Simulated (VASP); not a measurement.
# SnTe3 (Fm-3m) in VASP: single point with r2SCAN-based global hybrid with 15 % exact exchange

Aim: the single point of SnTe3 with r2SCAN-based global hybrid with 15 % exact exchange.

All numbers are computed with VASP 6.6.1; they aren't measurements. Logs are shortened: lines on timing, memory, paths and dates and some standing lists are left out, and cuts for length are marked.

### Step 1. The cell of the first run

The structure is cubic, space group Fm-3m (No. 225). The conventional cell has a = 7.722 Å, b = 7.722 Å, c = 7.722 Å, α = 90.00°, β = 90.00°, γ = 90.00°. Within 4.4 Å of Te (site symmetry m-3m) lie 8 Te at 3.34 Å and 6 Sn at 3.86 Å. Within 4.4 Å of Te (site symmetry -43m) lie 10 Te at 3.34 to 3.86 Å and 4 Sn at 3.34 Å. Within 4.4 Å of Sn (site symmetry m-3m) lie 14 Te at 3.34 to 3.86 Å.

### Step 2. Single point, r2SCAN-based global hybrid with 15 % exact exchange

Input file POSCAR:

```
SnTe3
1.0
    0.0000000000      3.8612190000      3.8612190000
    3.8612190000      0.0000000000      3.8612190000
    3.8612190000      3.8612190000      0.0000000000
Te Sn
3 1
Direct
    0.5000000000      0.5000000000      0.5000000000
    0.7500000000      0.7500000000      0.7500000000
    0.2500000000      0.2500000000      0.2500000000
    0.0000000000      0.0000000000      0.0000000000
```

Input file INCAR.step1:

```
SYSTEM = SnTe3
PREC = Accurate ; ENCUT = 520
EDIFF = 1E-5 ; ISMEAR = -1
SIGMA = 0.05 ; LREAL = .FALSE.
LASPH = .TRUE. ; NELM = 80
ALGO = Normal ; ISIF = 2
LWAVE = .TRUE. ; LCHARG = .FALSE.
GGA = PE ; NBANDS = 24
```

Input file INCAR.step2:

```
SYSTEM = SnTe3
PREC = Accurate ; ENCUT = 520
EDIFF = 1E-7 ; ISMEAR = -1
SIGMA = 0.05 ; LREAL = .FALSE.
LASPH = .TRUE. ; NELM = 80
ALGO = Normal ; ISIF = 2
LWAVE = .FALSE. ; LCHARG = .FALSE.
METAGGA = R2SCAN ; LHFCALC = .TRUE.
AEXX = 0.15 ; LMIXTAU = .TRUE.
PRECFOCK = Normal ; ISTART = 1
NBANDS = 24
```

Input file KPOINTS:

```
regular mesh
0
G
  4 4 4
  0 0 0
```

Potentials or basis: VASP PAW PBE potentials, release 64 (Te, Sn_d).

Started as:

```console
$ cat potpaw_PBE.64/Te/POTCAR potpaw_PBE.64/Sn_d/POTCAR > POTCAR
$ cp INCAR.step1 INCAR
$ mpirun -np 1 vasp_std > vasp.out
$ cp INCAR.step2 INCAR
$ mpirun -np 1 vasp_std > vasp.out
```

OUTCAR:

```text
SYSTEM = SnTe3
   PREC = Accurate
   ENCUT = 520
   EDIFF = 1E-7
   ISMEAR = -1
   LREAL = .FALSE.
   LASPH = .TRUE.
   NELM = 80
   ISIF = 2
   METAGGA = R2SCAN
   LHFCALC = .TRUE.
   AEXX = 0.15
   PRECFOCK = Normal
   ISTART = 1

 ion  position               nearest neighbor table
   1  0.500  0.500  0.500-   3 3.34   3 3.34   3 3.34   2 3.34   3 3.34   2 3.34   2 3.34   2 3.34

   2  0.750  0.750  0.750-   1 3.34   1 3.34   1 3.34   1 3.34   4 3.34   4 3.34   4 3.34   4 3.34

   3  0.250  0.250  0.250-   4 3.34   4 3.34   4 3.34   1 3.34   4 3.34   1 3.34   1 3.34   1 3.34

   4  0.000  0.000  0.000-   2 3.34   2 3.34   2 3.34   2 3.34   3 3.34   3 3.34   3 3.34   3 3.34

  LATTYP: Found a face centered cubic cell.
 ALAT       =     7.7224380000

  Lattice vectors:

 A1 = (   0.0000000000,   3.8612190000,   3.8612190000)
 A2 = (   3.8612190000,   0.0000000000,   3.8612190000)
 A3 = (   3.8612190000,   3.8612190000,   0.0000000000)

Analysis of symmetry for initial positions (statically):
=====================================================================
 Subroutine PRICEL returns:
 Original cell was already a primitive cell.

 Routine SETGRP: Setting up the symmetry group for a
 face centered cubic supercell.

 Subroutine GETGRP returns: Found 48 space group operations
 (whereof 48 operations were pure point group operations)
 out of a pool of 48 trial point group operations.

The static configuration has the point symmetry O_h .

Analysis of symmetry for dynamics (positions and initial velocities):
=====================================================================
 Subroutine PRICEL returns:
 Original cell was already a primitive cell.

 Routine SETGRP: Setting up the symmetry group for a
 face centered cubic supercell.

 Subroutine GETGRP returns: Found 48 space group operations
 (whereof 48 operations were pure point group operations)
 out of a pool of 48 trial point group operations.

The dynamic configuration has the point symmetry O_h .

 Subroutine INISYM returns: Found 48 space group operations
 (whereof 48 operations are pure point group operations),
 and found     1 'primitive' translations

----------------------------------------------------------------------------------------

                                     Primitive cell

  volume of cell :     115.1339

  direct lattice vectors                    reciprocal lattice vectors
     0.000000000  3.861219000  3.861219000    -0.129492785  0.129492785  0.129492785
     3.861219000  0.000000000  3.861219000     0.129492785 -0.129492785  0.129492785
     3.861219000  3.861219000  0.000000000     0.129492785  0.129492785 -0.129492785

  length of vectors
     5.460588277  5.460588277  5.460588277     0.224288082  0.224288082  0.224288082

  position of ions in fractional coordinates (direct lattice)
     0.500000000  0.500000000  0.500000000
     0.750000000  0.750000000  0.750000000
     0.250000000  0.250000000  0.250000000
     0.000000000  0.000000000  0.000000000

  ion indices of the primitive-cell ions
   primitive index   ion index
                 1           1
                 2           2
                 3           3
                 4           4

----------------------------------------------------------------------------------------

 KPOINTS: regular mesh

Automatic generation of k-mesh.
 Grid dimensions read from file:
 generate k-points for:    4    4    4

 Generating k-lattice:

  Cartesian coordinates                     Fractional coordinates (reciprocal lattice)
    -0.032373196  0.032373196  0.032373196     0.250000000  0.000000000  0.000000000
     0.032373196 -0.032373196  0.032373196     0.000000000  0.250000000  0.000000000
     0.032373196  0.032373196 -0.032373196     0.000000000  0.000000000  0.250000000

  Length of vectors
     0.056072021  0.056072021  0.056072021

  Shift w.r.t. Gamma in fractional coordinates (k-lattice)
     0.000000000  0.000000000  0.000000000

 Subroutine IBZKPT returns following result:
 ===========================================

 Found      8 irreducible k-points:

 Following reciprocal coordinates:
            Coordinates               Weight
  0.000000  0.000000  0.000000      1.000000
  0.250000  0.000000  0.000000      8.000000
  0.500000  0.000000  0.000000      4.000000
  0.250000  0.250000  0.000000      6.000000
  0.500000  0.250000  0.000000     24.000000
 -0.250000  0.250000  0.000000     12.000000
  0.500000  0.500000  0.000000      3.000000
 -0.250000  0.500000  0.250000      6.000000
   k-points           NKPTS =      8   k-points in BZ     NKDIM =     64   number of bands    NBANDS=     24
   number of dos      NEDOS =    301   number of ions     NIONS =      4
   total plane-waves  NPLWV =  74088
   dimension x,y,z NGX =    42 NGY =   42 NGZ =   42
   dimension x,y,z NGXF=    84 NGYF=   84 NGZF=   84
   ions per type =               3   1
   NGX,Y,Z   is equivalent  to a cutoff of  12.79, 12.79, 12.79 a.u.
   NGXF,Y,Z  is equivalent  to a cutoff of  25.57, 25.57, 25.57 a.u.
 SYSTEM =  SnTe3
   PREC   = accura    normal or accurate (medium, high low for compatibility)
   ISTART =      1    job   : 0-new  1-cont  2-samecut
   ICHARG =      0    charge: 1-file 2-atom 10-const
   ISPIN  =      1    spin polarized calculation?
   LNONCOLLINEAR =      F non collinear calculations
   LSORBIT =      F    spin-orbit coupling
   LASPH  =      T    aspherical Exc in radial PAW
   ENCUT  =  520.0 eV  38.22 Ry    6.18 a.u.  10.15 10.15 10.15*2*pi/ulx,y,z
   NELM   =     80;   NELMIN=  2; NELMDL=  0     # of ELM steps
   EDIFF  = 0.1E-06   stopping-criterion for ELM
   LREAL  =      F    real-space projection
   EDIFFG = 0.1E-05   stopping-criterion for IOM
   NSW    =      0    number of steps for IOM
   IBRION =     -1    ionic relax: 0-MD 1-quasi-New 2-CG
   NFREE  =      0    steps in history (QN), initial steepest desc. (CG)
   ISIF   =      2    stress and relaxation
   ISYM   =      3    0-nonsym 1-usesym 2-fastsym
   POTIM  = 0.5000    time-step for ionic-motion
   TEBEG  =    0.0;   TEEND  =   0.0 temperature during run
   PSTRESS=    0.0 pullay stress
   NELECT =      32.0000    total number of electrons
   NUPDOWN=      -1.0000    fix difference up-down
   EMIN   =  10.00;   EMAX   =-10.00  energy-range for DOS
   EFERMI =   0.00;   METHOD = LEGACY
   ISMEAR =    -1;   SIGMA  =   0.05  broadening in eV -4-tet -1-fermi 0-gaus
   EFERMI_NEDOS =   21; number of points for ismear=-14 and -15
   IALGO  =     38    algorithm
   IMIX   =      1    mixing-type and parameters
     AMIX     =   0.40;   BMIX     =  1.00
     AMIX_MAG =   1.60;   BMIX_MAG =  1.00
  volume/ion in A,a.u.               =      28.78       194.24
  Fermi-wavevector in a.u.,A,eV,Ry     =   1.068375  2.018936 15.530032  1.141425
  Thomas-Fermi vector in A             =   2.204021
   LORBIT       =      0    0 simple, 1 ext, 2 COOP (PROOUT), +10 PAW based schemes
   METAGGA = R2SCAN    functional components
   LHFCALC =     T    Hartree Fock is set to
   PRECFOCK=normal    Normal, Fast or Accurate (Low or Medium for compatibility)
   ENCUT4O =  -1.0   cutoff for four orbital integrals eV
   NKREDX  =     1    reduce k-point grid by
   NKREDY  =     1    reduce k-point grid by
   NKREDZ  =     1    reduce k-point grid by
   AEXX    =    0.1500 exact exchange contribution
   HFSCREEN=    0.0000 screening length (either q_TF or 0.3 A-1)
   HFSCREENC=   0.0000 screening length for correlation (either q_TF or 0.3 A-1)
   ENCUTFOCK=  -1.0 apply spherical cutoff to Coloumb kernel
   IVDW    =     0    specifies the selected vdW correction
   LEPSILON=     F    determine dielectric tensor
   LRPA    =     F    only Hartree local field effects (RPA)
 non-spin polarized calculation
  energy-cutoff  :      520.00
  volume of cell :      115.13
 maximum number of plane-waves:      3138
 NGX is ok and might be reduce to    42
  NGX = 32; NGY = 32; NGZ = 32

 number of electron      31.9999997 magnetization

 Free energy of the ion-electron system (eV)
  ---------------------------------------------------
  ext. energy  EPLUGINS =         0.00000000
  ---------------------------------------------------
  free energy    TOTEN  =       -89.76111754 eV

  energy without entropy =      -89.74648104  energy(sigma->0) =      -89.75379929

 E-fermi :   7.6265     XC(G=0):  -9.2007

 val. band max:        7.5203575900   @ k =   0.2500   0.2500   0.0000
 cond. band min:       7.7717074080   @ k =   0.5000   0.2500   0.0000
 fundamental gap:      0.2513498180
 Fermi energy:         7.6264500255

 k-point     1 :       0.0000    0.0000    0.0000
  band No.  band energies     occupation
      1     -16.3172      2.00000
      2     -16.3172      2.00000
      3     -16.3172      2.00000
      4     -16.3097      2.00000
      5     -16.3097      2.00000
      6      -7.5509      2.00000
[... 16 lines left out ...]
     23      12.4217      0.00000
     24      18.7413      0.00000

 k-point     2 :       0.2500    0.0000    0.0000
  band No.  band energies     occupation
      1     -16.3177      2.00000
      2     -16.3167      2.00000
      3     -16.3167      2.00000
      4     -16.3097      2.00000
      5     -16.3097      2.00000
      6      -7.1251      2.00000
[... 16 lines left out ...]
     23      13.0384      0.00000
     24      17.5595      0.00000

 k-point     3 :       0.5000    0.0000    0.0000
  band No.  band energies     occupation
      1     -16.3182      2.00000
      2     -16.3162      2.00000
      3     -16.3162      2.00000
      4     -16.3097      2.00000
      5     -16.3097      2.00000
      6      -6.2730      2.00000
[... 16 lines left out ...]
     23      16.3195      0.00000
     24      16.3195      0.00000

 k-point     4 :       0.2500    0.2500    0.0000
  band No.  band energies     occupation
      1     -16.3184      2.00000
      2     -16.3162      2.00000
      3     -16.3162      2.00000
      4     -16.3100      2.00000
      5     -16.3094      2.00000
      6      -6.9803      2.00000
[... 16 lines left out ...]
     23      14.7075      0.00000
     24      16.8964      0.00000

 k-point     5 :       0.5000    0.2500    0.0000
  band No.  band energies     occupation
      1     -16.3183      2.00000
      2     -16.3163      2.00000
      3     -16.3158      2.00000
      4     -16.3101      2.00000
      5     -16.3094      2.00000
      6      -6.1170      2.00000
[... 16 lines left out ...]
     23      15.1049      0.00000
     24      16.0349      0.00000

 k-point     6 :      -0.2500    0.2500    0.0000
  band No.  band energies     occupation
      1     -16.3175      2.00000
      2     -16.3169      2.00000
      3     -16.3162      2.00000
      4     -16.3097      2.00000
      5     -16.3097      2.00000
      6      -6.4676      2.00000
[... 16 lines left out ...]
     23      15.8036      0.00000
     24      15.9841      0.00000

 k-point     7 :       0.5000    0.5000    0.0000
  band No.  band energies     occupation
      1     -16.3196      2.00000
      2     -16.3153      2.00000
      3     -16.3153      2.00000
      4     -16.3106      2.00000
      5     -16.3091      2.00000
      6      -5.4819      2.00000
[... 16 lines left out ...]
     23      14.0552      0.00000
     24      14.1383      0.00000

 k-point     8 :      -0.2500    0.5000    0.2500
  band No.  band energies     occupation
      1     -16.3175      2.00000
      2     -16.3175      2.00000
      3     -16.3153      2.00000
      4     -16.3102      2.00000
      5     -16.3095      2.00000
      6      -5.4540      2.00000
[... 16 lines left out ...]
     23      15.3728      0.00000
     24      15.7033      0.00000

------------------------ aborting loop because EDIFF is reached ----------------------------------------

  FORCE on cell =-STRESS in cart. coord.  units (eV):
  Direction    XX          YY          ZZ          XY          YZ          ZX
  --------------------------------------------------------------------------------------
  -------------------------------------------------------------------------------------
  Total       -0.8595957     -0.8595957     -0.8595957      0.0000000     -0.0000000      0.0000000
  in kB      -11.9619370    -11.9619370    -11.9619370      0.0000000     -0.0000000      0.0000000
  external PRESSURE =     -11.9619370 kB  Pullay stress =       0.0000000 kB

 VOLUME and BASIS-vectors are now :
 -----------------------------------------------------------------------------
  energy-cutoff  :      520.00
  volume of cell :      115.13
      direct lattice vectors                 reciprocal lattice vectors
     0.000000000  3.861219000  3.861219000    -0.129492785  0.129492785  0.129492785
     3.861219000  0.000000000  3.861219000     0.129492785 -0.129492785  0.129492785
     3.861219000  3.861219000  0.000000000     0.129492785  0.129492785 -0.129492785

 POSITION                                       TOTAL-FORCE (eV/Angst)
 -----------------------------------------------------------------------------------
      3.86122      3.86122      3.86122         0.000000      0.000000     -0.000000
      5.79183      5.79183      5.79183         0.000000     -0.000000      0.000000
      1.93061      1.93061      1.93061        -0.000000     -0.000000     -0.000000
      0.00000      0.00000      0.00000         0.000000      0.000000     -0.000000
 -----------------------------------------------------------------------------------
    total drift:                                0.000000      0.000000      0.000000

  FREE ENERGIE OF THE ION-ELECTRON SYSTEM (eV)
  ---------------------------------------------------
  free  energy   TOTEN  =       -89.7611175410 eV

  energy  without entropy=      -89.7464810440  energy(sigma->0) =      -89.75379929
```

Wall time 45 min (1 thread of Intel Xeon 6975P-C (Granite Rapids), shared host); peak memory 0.33 GiB.

What came out:

```yaml
Free_energy: -89.7611 eV
Pressure: -1.2 GPa
Band_gap_on_the_k_mesh: zero (bands 16 and 17 overlap by 2.88 eV)
```

Levels at points of the mesh, in eV from the Fermi level:
```csv
k point,band 14,band 15,band 16,band 17,band 18,band 19
"(0.00, 0.00, 0.00)",-3.99,-3.99,-2.34,-2.34,-2.34,3.80
"(0.50, 0.00, 0.00)",-2.55,-2.35,0.54,0.54,1.54,2.26
"(0.50, 0.50, 0.00)",-0.99,-0.99,-0.30,0.26,0.26,2.59
```

Caveat: the PAW data sets were made with another functional, which shifts forces and pressure a little; spin-orbit coupling is left out, which moves the levels of the heavy elements.

The gap in the log of VASP goes by the Fermi energy; the results here count the filled bands.